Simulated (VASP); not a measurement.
A run of VASP 6.6.1 is set up as follows.

Contents of INCAR:

```
SYSTEM = ZnS
PREC = Accurate
ENCUT = 520
EDIFF = 1E-8
ISMEAR = -1
SIGMA = 0.01
LREAL = .False.
LASPH = .True.
NELM = 60
ALGO = Normal
ISIF = 2
LWAVE = .False.
LCHARG = .False.
GGA = PE
LEFG = .True.
NBANDS = 16
```

The input KPOINTS:

```
regular mesh
0
Gamma
  8 8 8
  0 0 0
```

The input POSCAR:

```
ZnS
1.0
   -0.0811395000      2.6640802500      2.6640802500
    2.6640802500     -0.0811395000      2.6640802500
    2.6640802500      2.6640802500     -0.0811395000
Zn S
1 1
Direct
    0.0000000000      0.0000000000      0.0000000000
    0.7500000000      0.7500000000      0.7500000000
```

Potentials or basis: VASP PAW PBE potentials, release 64 (Zn, S).

Run with:

```sh
$ cat potpaw_PBE.64/Zn/POTCAR potpaw_PBE.64/S/POTCAR > POTCAR
$ mpirun -np 1 vasp_std > vasp.out
```

Q: Predict the largest force.

A: 0.358 eV/Å.

Q: Estimate the band gap on the k mesh.

A: 1.99 eV.

Q: Estimate the pressure.

A: 1.8 GPa.

Stress tensor (GPa, compression positive):
```
1.85 2.22 2.22
2.22 1.85 2.22
2.22 2.22 1.85
```

Caveat: the cell differs from its parent crystal (equal xy, yz and zx shear strains of -3 %); without QUAD_EFG the Cq values of the log hold for a quadrupole moment of 1 mb, not for the nuclei.
